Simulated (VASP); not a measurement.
# Al32Si (a cell with a defect) in VASP: notebook

Al32Si (a cell with a defect) is run at these levels: PBE+D3(BJ); tasks: single point.

All numbers are computed with VASP 6.6.1; they aren't measurements. Logs are shortened: lines on timing, memory, paths and dates and some standing lists are left out, and cuts for length are marked.

### 1 The cell of the first run

The cell holds a defect, 33 atoms: a = 8.100 Å, b = 8.100 Å, c = 8.100 Å, α = 90.00°, β = 90.00°, γ = 90.00°.

### 2 Single point, PBE+D3(BJ)

File INCAR:

```
SYSTEM = Al32Si
ALGO     = Normal         ! electronic algorithm
EDIFF    = 1E-6           ! SCF threshold, eV
ENCUT    = 400            ! plane-wave cutoff, eV
GGA      = PE             ! functional
GGA_COMPAT= .FALSE.      
ISIF     = 2              ! what is computed and relaxed
ISMEAR   = 0              ! smearing method
IVDW     = 12             ! dispersion correction
LASPH    = .TRUE.         ! aspherical terms in the spheres
LCHARG   = .FALSE.        ! write CHGCAR
LREAL    = Auto         
LWAVE    = .FALSE.        ! write WAVECAR
NBANDS   = 72             ! bands
NELM     = 120            ! most SCF steps
PREC     = Accurate       ! precision mode
SIGMA    = 0.05           ! smearing width, eV
```

File KPOINTS:

```
k-points
0
G
  2 2 2
  0 0 0
```

File POSCAR:

```
Al32Si
1.0
    8.1000000000      0.0000000000      0.0000000000
    0.0000000000      8.1000000000      0.0000000000
    0.0000000000      0.0000000000      8.1000000000
Al Si
32 1
Direct
    0.4945786420      0.0001909877      0.0026340741
    0.7502492593      0.2603565432      0.0129353086
    0.7502108642     -0.0176696296      0.2369506173
    0.0057839506      0.0002020988      0.0026614815
    0.2501891358      0.2524724691     -0.0092056790
    0.4987301235      0.5007638272      0.0000643210
    0.7501793827      0.7352435802     -0.0406055556
    0.2502124691      0.0053502469      0.2441807407
    0.4779203704      0.2407424691      0.2432569136
    0.7503286420      0.6265145679      0.2469056790
    0.4722208642     -0.0084477778      0.5004579012
    0.7500446914      0.1554602469      0.5344009877
    0.7502277778      0.0006244444      0.7967107407
    0.0015816049      0.5008145679      0.0001556790
    0.2501591358      0.7480576543     -0.0080565432
    0.0227502469      0.2407860494      0.2430860494
    0.2502139506      0.4963867901      0.2461941975
    0.4679164198      0.7596649383      0.2482466667
    0.0280170370     -0.0083388889      0.5004369136
    0.2502279012      0.2573129630      0.5044167901
    0.5040238272      0.5020000000      0.4942904938
    0.7500477778      0.7804437037      0.5311908642
    0.2501554321     -0.0007290123      0.7563014815
    0.5002045679      0.2474613580      0.7510458025
    0.7501527160      0.4832633333      0.7328854321
    0.0325682716      0.7596664198      0.2482275309
   -0.0035837037      0.5020316049      0.4943000000
    0.2501455556      0.7357170370      0.5056843210
   -0.0000613580      0.2474481481      0.7510154321
    0.2501366667      0.4956301235      0.7526056790
    0.4927497531      0.7469497531      0.7480181481
    0.0075254321      0.7469271605      0.7480151852
    0.7504607407      0.3501471605      0.3234656790
```

Potentials or basis: VASP PAW PBE potentials, release 64 (Al, Si).

Started as:

```sh
$ cat potpaw_PBE.64/Al/POTCAR potpaw_PBE.64/Si/POTCAR > POTCAR
$ mpirun -np 1 vasp_std > vasp.out
```

OUTCAR:

```text
SYSTEM = Al32Si
   EDIFF = 1E-6
   ENCUT = 400
   GGA = PE
   ISIF = 2
   ISMEAR = 0
   IVDW = 12
   LASPH = .TRUE.
   LREAL = Auto
   NELM = 120
   PREC = Accurate
 IVDW          = 12

 ion  position               nearest neighbor table
   1  0.495  0.000  0.003-  13 2.66   9 2.76   8 2.78  18 2.79  23 2.81   3 2.81  15 2.85   5 2.85
                            24 2.86  31 2.91   2 2.96   7 3.00
   2  0.750  0.260  0.013-  33 2.62  13 2.74  14 2.82   6 2.82   3 2.89   9 2.89  16 2.89  25 2.90
                            29 2.93  24 2.93   4 2.95   1 2.96
   3  0.750  0.982  0.237-  12 2.79   4 2.81   1 2.81  10 2.88  22 2.89   2 2.89  18 2.91  26 2.91
                             7 3.01   9 3.04  16 3.04  33 3.06  19 3.10  11 3.10
   4  0.006  0.000  0.003-  13 2.66  16 2.76   8 2.78  26 2.79  23 2.81   3 2.81  15 2.85   5 2.85
                            29 2.86  32 2.91   2 2.95   7 3.00
   5  0.250  0.252  0.991-  16 2.75   9 2.76  30 2.76  23 2.80  24 2.81  29 2.81   6 2.85   1 2.85
                             4 2.85  14 2.85  17 2.86   8 2.87
   6  0.499  0.501  0.000-   7 2.80   2 2.82  17 2.83  15 2.84  30 2.84   5 2.85  31 2.85  24 2.88
                             9 2.89  18 2.92  25 2.98  10 3.03
   7  0.750  0.735  0.959-  10 2.49  13 2.52  32 2.70  31 2.70  25 2.74  14 2.80   6 2.80   1 3.00
                             4 3.00   3 3.01  18 3.28  26 3.28
   8  0.250  0.005  0.244-  16 2.65   9 2.65  26 2.66  18 2.66  11 2.75  19 2.75   1 2.78   4 2.78
                             5 2.87  15 2.92  20 2.93  28 3.04
   9  0.478  0.241  0.243-  33 2.47   8 2.65   5 2.76   1 2.76  17 2.77  20 2.81   6 2.89   2 2.89
                            11 2.90  21 2.94   3 3.04  12 3.30
  10  0.750  0.627  0.247-  33 2.32   7 2.49  26 2.53  18 2.53  22 2.62   3 2.88  27 3.00  21 3.00
                            14 3.03   6 3.03
  11  0.472  0.992  0.500-  12 2.63  28 2.74  23 2.74   8 2.75  18 2.78  20 2.81  31 2.82  22 2.84
                             9 2.90  24 2.91   3 3.10  13 3.29
  12  0.750  0.155  0.534-  33 2.33  13 2.47  11 2.63  19 2.63  24 2.78  29 2.78   3 2.79  22 3.04
[... 5 lines left out ...]
  15  0.250  0.748  0.992-  26 2.72  18 2.73  31 2.79  32 2.79  23 2.79  30 2.82  14 2.84   6 2.84
                             4 2.85   1 2.85  17 2.90   8 2.92
  16  0.023  0.241  0.243-  33 2.46   8 2.65   5 2.75   4 2.76  17 2.77  20 2.81  14 2.89   2 2.89
                            19 2.90  27 2.94   3 3.04  12 3.31
  17  0.250  0.496  0.246-  26 2.77  18 2.77  16 2.77   9 2.77   6 2.83  14 2.83  20 2.85  28 2.86
                             5 2.86  27 2.88  21 2.88  15 2.90
  18  0.468  0.760  0.248-  10 2.53   8 2.66  15 2.73  28 2.74  17 2.77  11 2.78   1 2.79  21 2.90
                             3 2.91   6 2.92  22 3.24   7 3.28
  19  0.028  0.992  0.500-  12 2.63  23 2.75  28 2.75   8 2.75  26 2.78  20 2.81  32 2.82  22 2.84
                            16 2.90  29 2.91   3 3.10  13 3.29
  20  0.250  0.257  0.504-  30 2.79  11 2.81  19 2.81  16 2.81   9 2.81  24 2.85  29 2.85  17 2.85
                            21 2.86  27 2.86  23 2.92   8 2.93
  21  0.504  0.502  0.494-  33 2.72  25 2.78  28 2.80  20 2.86  31 2.86  17 2.88  18 2.90  24 2.93
                            30 2.93   9 2.94  10 3.00  22 3.02
  22  0.750  0.780  0.531-  10 2.62  31 2.74  32 2.74  13 2.79  11 2.84  19 2.84   3 2.89  25 2.91
                            21 3.02  27 3.03  12 3.04  18 3.24  26 3.24
[... 224 lines left out ...]
  Fermi-wavevector in a.u.,A,eV,Ry     =   0.938116  1.772782 11.973962  0.880061
  Thomas-Fermi vector in A             =   2.065295
   LORBIT       =      0    0 simple, 1 ext, 2 COOP (PROOUT), +10 PAW based schemes
   GGA     = PE    functional components
   LHFCALC =     F    Hartree Fock is set to
   AEXX    =    0.0000 exact exchange contribution
   IVDW    =    12    specifies the selected vdW correction
   LEPSILON=     F    determine dielectric tensor
   LRPA    =     F    only Hartree local field effects (RPA)
 non-spin polarized calculation
 Gauss-broadening in eV      SIGMA  =   0.05
  energy-cutoff  :      400.00
  volume of cell :      531.44
 maximum number of plane-waves:      9771
 NGX is ok and might be reduce to    54
   NGX = 27   NGY = 27   NGZ = 27

 number of electron     100.0000000 magnetization

 Free energy of the ion-electron system (eV)
  ---------------------------------------------------
  ext. energy  EPLUGINS =         0.00000000
  ---------------------------------------------------
  free energy    TOTEN  =      -123.38344948 eV

  energy without entropy =     -123.37250339  energy(sigma->0) =     -123.37797643

 E-fermi :   7.9542     XC(G=0): -10.2832

 val. band max:        7.9505680883   @ k =   0.0000   0.5000   0.0000
 cond. band min:       7.9700809807   @ k =   0.0000   0.0000   0.5000
 fundamental gap:      0.0195128923
 Fermi energy:         7.9542343113

 k-point     1 :       0.0000    0.0000    0.0000
  band No.  band energies     occupation
      1      -3.2392      2.00000
      2      -1.7365      2.00000
      3      -0.9560      2.00000
      4      -0.8833      2.00000
      5      -0.7827      2.00000
      6      -0.7446      2.00000
[... 509 lines left out ...]
     61      11.0401      0.00000
     62      11.1851      0.00000
 [bands above 62 left out]

------------------------ aborting loop because EDIFF is reached ----------------------------------------

 Edisp (eV)  -11.42968

 E8    (eV) :    -5.1017

  FORCE on cell =-STRESS in cart. coord.  units (eV):
  Direction    XX          YY          ZZ          XY          YZ          ZX
  --------------------------------------------------------------------------------------
  -------------------------------------------------------------------------------------
  Total       3.17188     1.96167     1.74480     0.00933    -3.98859    -0.01108
  in kB       9.56252     5.91399     5.26017     0.02813   -12.02471    -0.03340
  external pressure =        6.91 kB  Pullay stress =        0.00 kB

 VOLUME and BASIS-vectors are now :
 -----------------------------------------------------------------------------
  energy-cutoff  :      400.00
  volume of cell :      531.44
      direct lattice vectors                 reciprocal lattice vectors
     8.100000000  0.000000000  0.000000000     0.123456790  0.000000000  0.000000000
     0.000000000  8.100000000  0.000000000     0.000000000  0.123456790  0.000000000
     0.000000000  0.000000000  8.100000000     0.000000000  0.000000000  0.123456790

 POSITION                                       TOTAL-FORCE (eV/Angst)
 -----------------------------------------------------------------------------------
      4.00609      0.00155      0.02134         0.018434     -0.008510      0.000157
      6.07702      2.10889      0.10478        -0.003043     -0.056042     -0.069125
      6.07671      7.95688      1.91930        -0.000242      0.047248      0.082748
      0.04685      0.00164      0.02156        -0.016914     -0.010046     -0.001740
      2.02653      2.04503      8.02543         0.001276     -0.013724     -0.010931
      4.03971      4.05619      0.00052        -0.007892     -0.006536      0.017810
[... 25 lines left out ...]
      0.06096      6.05011      6.05892        -0.004440     -0.001079      0.008116
      6.07873      2.83619      2.62007        -0.006901     -0.095966     -0.330341
 -----------------------------------------------------------------------------------
    total drift:                               -0.000480     -0.001104      0.000400

  FREE ENERGIE OF THE ION-ELECTRON SYSTEM (eV)
  ---------------------------------------------------
  free  energy   TOTEN  =      -134.8131332833 eV

  energy  without entropy=     -134.8021871946  energy(sigma->0) =     -134.80766024
```

stdout:

```text
POSCAR found type information on POSCAR AlSi
 POSCAR found :  2 types and      33 ions
 scaLAPACK will be used
 LDA part: xc-table for (Slater+PW92), standard interpolation
 POSCAR, INCAR and KPOINTS ok, starting setup
 FFT: planning ... GRIDC
 FFT: planning ... GRID_SOFT
 FFT: planning ... GRID
 WAVECAR not read
 entering main loop
```

It took 8.4 min on 1 thread of Intel Xeon 8259CL, shared host; peak memory 0.44 GiB.

Results:

```
Free energy                : -134.8131 eV
Pressure                   : 0.7 GPa
Largest force              : 0.344 eV/Å
Band gap on the k mesh     : zero (bands 50 and 51 overlap by 1.11 eV)
Dispersion energy per atom : -0.346 eV
```

Forces in eV/Å, atoms in the order of the input:
```
Al   0.018 -0.009  0.000
Al  -0.003 -0.056 -0.069
Al   0.000  0.047  0.083
Al  -0.017 -0.010 -0.002
Al   0.001 -0.014 -0.011
Al  -0.008 -0.007  0.018
Al  -0.003 -0.009  0.051
Al   0.002 -0.030  0.016
Al  -0.068 -0.017 -0.026
Al  -0.008  0.066  0.094
Al   0.048  0.013  0.011
Al  -0.002  0.221  0.076
Al  -0.001 -0.070 -0.041
Al   0.011 -0.007  0.014
Al   0.002 -0.003  0.005
Al   0.068 -0.019 -0.021
Al   0.003  0.010  0.012
Al  -0.017  0.002  0.005
Al  -0.047  0.010  0.012
Al  -0.002  0.002  0.009
Al   0.069 -0.032 -0.036
Al   0.004  0.051  0.069
Al  -0.002 -0.005 -0.004
Al  -0.002 -0.002  0.018
Al   0.000  0.011  0.033
Al   0.019  0.006  0.007
Al  -0.069 -0.032 -0.034
Al   0.001 -0.012  0.006
Al   0.010  0.000  0.018
Al   0.000 -0.006 -0.003
Al   0.004 -0.003  0.012
Al  -0.004 -0.001  0.008
Si  -0.007 -0.096 -0.330
```

Stress tensor (GPa, compression positive):
```
 0.96  0.00  0.00
 0.00  0.59 -1.20
 0.00 -1.20  0.53
```

Caveat: the k points lie up to 0.39 Å⁻¹ apart, too coarse for converged energies and pressures of a metal.

### 3 Single point, PBE+D3(BJ)

File INCAR:

```
ALGO = Normal
EDIFF = 1E-6
ENCUT = 400
GGA = PE
GGA_COMPAT = False
ISIF = 2
ISMEAR = 0
IVDW = 12
LASPH = True
LCHARG = False
LREAL = Auto
LWAVE = False
NBANDS = 72
NELM = 120
PREC = Accurate
SIGMA = 0.05
```

File KPOINTS:

```
k-points
0
Gamma
  2 2 2
```

File POSCAR:

```
Al32Si
1.0
    8.1000000000      0.0000000000      0.0000000000
    0.0000000000      8.1000000000      0.0000000000
    0.0000000000      0.0000000000      8.1000000000
Al Si
32 1
Direct
    0.4914845679      0.0051727160      0.0025124691
    0.7501930864      0.2689279012      0.0177201235
    0.7502204938     -0.0265600000      0.2159780247
    0.0088185185      0.0051551852      0.0025346914
    0.2501181481      0.2570776543     -0.0041159259
    0.4994822222      0.5029123457     -0.0023866667
    0.7501023457      0.7478579012     -0.0389696296
    0.2501293827      0.0139837037      0.2423411111
    0.5017591358      0.2495914815      0.2541045679
    0.7500693827      0.5813029630      0.2193548148
    0.4618758025     -0.0082645679      0.5006170370
    0.7500028395      0.1096404938      0.5074392593
    0.7501760494      0.0134448148      0.7978341975
    0.0007750617      0.5029760494     -0.0023597531
    0.2501059259      0.7510356790     -0.0058102469
   -0.0012741975      0.2496519753      0.2539759259
    0.2501948148      0.4964067901      0.2452570370
    0.4771023457      0.7587727160      0.2475860494
    0.0382154321     -0.0082145679      0.5005690123
    0.2501909877      0.2585255556      0.5031186420
    0.4826102469      0.5128451852      0.5046576543
    0.7500060494      0.7653072840      0.5107925926
    0.2501255556      0.0030032099      0.7590481481
    0.5003155556      0.2496103704      0.7482700000
    0.7501344444      0.4920783951      0.7386944444
    0.0231785185      0.7587034568      0.2475685185
    0.0179250617      0.5129356790      0.5047282716
    0.2501548148      0.7440688889      0.5037495062
   -0.0001945679      0.2496093827      0.7481903704
    0.2501701235      0.4996841975      0.7561817284
    0.4958195062      0.7513449383      0.7483202469
    0.0044095062      0.7513576543      0.7483365432
    0.7503413580      0.3852018519      0.4321682716
```

Potentials or basis: VASP PAW PBE potentials, release 64 (Al, Si).

Started as:

```sh
$ cat potpaw_PBE.64/Al/POTCAR potpaw_PBE.64/Si/POTCAR > POTCAR
$ mpirun -np 1 vasp_std > vasp.out
```

It took 10 min on 1 thread of Intel Xeon 8259CL, shared host; peak memory 0.44 GiB.

It converged, with:

* Free energy: -134.8463 eV
* Pressure: 0.6 GPa
* Largest force: 0.370 eV/Å
* Band gap on the k mesh: zero (bands 50 and 51 overlap by 1.10 eV)
* Dispersion energy per atom: -0.346 eV

Forces in eV/Å, atoms in the order of the input:
```
Al  -0.001  0.004 -0.011
Al  -0.002 -0.011 -0.047
Al  -0.002 -0.016 -0.074
Al   0.002  0.005 -0.013
Al   0.001  0.004  0.011
Al  -0.001 -0.001 -0.013
Al   0.000  0.055  0.050
Al   0.001  0.015 -0.009
Al   0.081  0.026  0.035
Al   0.001 -0.224 -0.075
Al  -0.017  0.001 -0.005
Al   0.000 -0.094 -0.107
Al  -0.001  0.001 -0.044
Al   0.001 -0.002 -0.014
Al   0.002  0.005  0.005
Al  -0.083  0.027  0.039
Al   0.000 -0.004 -0.008
Al   0.048 -0.013 -0.015
Al   0.022  0.000 -0.004
Al  -0.003 -0.007 -0.010
Al  -0.070  0.028  0.020
Al   0.003 -0.058 -0.082
Al  -0.002  0.005 -0.002
Al  -0.004  0.003 -0.018
Al   0.000  0.061  0.063
Al  -0.048 -0.014 -0.013
Al   0.065  0.025  0.018
Al  -0.001  0.028 -0.017
Al   0.010  0.004 -0.017
Al  -0.001  0.010  0.004
Al   0.021  0.011  0.002
Al  -0.022  0.012  0.000
Si   0.001  0.118  0.351
```

Stress tensor (GPa, compression positive):
```
 0.79  0.00  0.00
 0.00  0.61 -1.08
 0.00 -1.08  0.51
```

Levels at points of the mesh, in eV from the Fermi level:
```
           k point  band 45  band 46  band 47  band 48  band 49  band 50  band 51  band 52  band 53  band 54
(0.00, 0.00, 0.00)    -0.51    -0.46    -0.14     0.00     0.23     0.34     0.40     0.53     0.70     0.83
(0.50, 0.00, 0.00)    -0.47    -0.36    -0.30    -0.24    -0.20    -0.17    -0.13     0.20     0.42     0.76
(0.00, 0.50, 0.00)    -0.58    -0.47    -0.37    -0.34    -0.28    -0.10    -0.01     0.10     0.61     0.77
(0.00, 0.00, 0.50)    -0.68    -0.30    -0.28    -0.28    -0.15    -0.11    -0.03     0.04     0.21     0.80
(0.50, 0.50, 0.00)    -0.82    -0.50    -0.45    -0.31     0.41     0.55     0.71     0.82     0.93     1.03
(0.00, 0.50, 0.50)    -0.68    -0.52    -0.44    -0.25     0.48     0.54     0.73     0.80     0.87     0.99
(0.50, 0.00, 0.50)    -1.06    -0.45    -0.42    -0.32     0.45     0.61     0.74     0.76     0.94     0.95
(0.50, 0.50, 0.50)    -0.69    -0.67    -0.66    -0.61    -0.61    -0.52    -0.49    -0.42    -0.36    -0.32
```

Caveat: the k points lie up to 0.39 Å⁻¹ apart, too coarse for converged energies and pressures of a metal.

(Continued in part 2 of 2.)
